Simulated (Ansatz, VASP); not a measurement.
HfC in VASP and in Ansatz

```
Hf C
1.0
     0.00000    2.28637    2.28637
     2.28637    0.00000    2.28637
     2.28637    2.28637    0.00000
Hf C
1 1
Direct
  0.00000 0.00000 0.00000
  0.50000 0.50000 0.50000
```

Alike in both runs: functional LDA; k mesh 16 × 16 × 16; occupations gaussian, width 0.1 eV; no spin polarisation.

Ansatz relaxed the structure, and its values are those at the end. VASP's run is a single point on that final structure, the one shown.

|  | VASP | Ansatz |
| --- | --- | --- |
| version | VASP 6.6.1 | Ansatz 0.2.0 |
| potentials or method | VASP PAW LDA potentials, release 64 (Hf_pv, C), cutoff 600 eV | scalar-relativistic, plane waves, PAW |
| valence electrons in the cell | 14 | 30 |

Ansatz gave:

* gap on the k mesh at the Fermi level (eV): none
* pressure (GPa): 0.0

Q: Which values does VASP return?

A: gap on the k mesh at the Fermi level (eV): none; pressure (GPa): 0.5.

Ansatz warns that its potentials were made for another functional, while VASP's fit it. LDA's correlation is that of Perdew and Zunger in VASP and of Perdew and Wang (1992) in Ansatz. A gap of «none» marks a metal or a gap that the smearing closes. VASP's potentials hold 14 valence electrons a cell and Ansatz's 30, so a difference there can come from the potentials and not from the codes.

Neither program's run includes spin-orbit coupling.
